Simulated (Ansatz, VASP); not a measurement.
## KCl: VASP beside Ansatz

```xyz
2
Lattice="0.0000 3.1892 3.1892 3.1892 0.0000 3.1892 3.1892 3.1892 0.0000" Properties=species:S:1:pos:R:3 pbc="T T T"
K     0.0000    0.0000    0.0000
Cl    3.1892    3.1892    3.1892
```

Alike in both runs: functional PBE; k mesh 6 × 6 × 6; occupations gaussian, width 0.02 eV; no spin polarisation.

Ansatz relaxed the structure, and its values are those at the end. VASP's run is a single point on that final structure, the one shown.

|  | VASP | Ansatz |
| --- | --- | --- |
| version | VASP 6.6.1 | Ansatz 0.2.0 |
| potentials or method | VASP PAW PBE potentials, release 64 (K_sv, Cl), cutoff 520 eV | scalar-relativistic, plane waves, PAW |
| valence electrons in the cell | 16 | 16 |

|  | VASP | Ansatz | Ansatz less VASP |
| --- | --- | --- | --- |
| gap on the k mesh at the Fermi level (eV) | 5.05 | 5.05 | +0.002 |
| least direct gap on the mesh (eV) | 5.05 | 5.05 | +0.002 |
| pressure (GPa) | 0.0 | 0.0 | -0.02 |
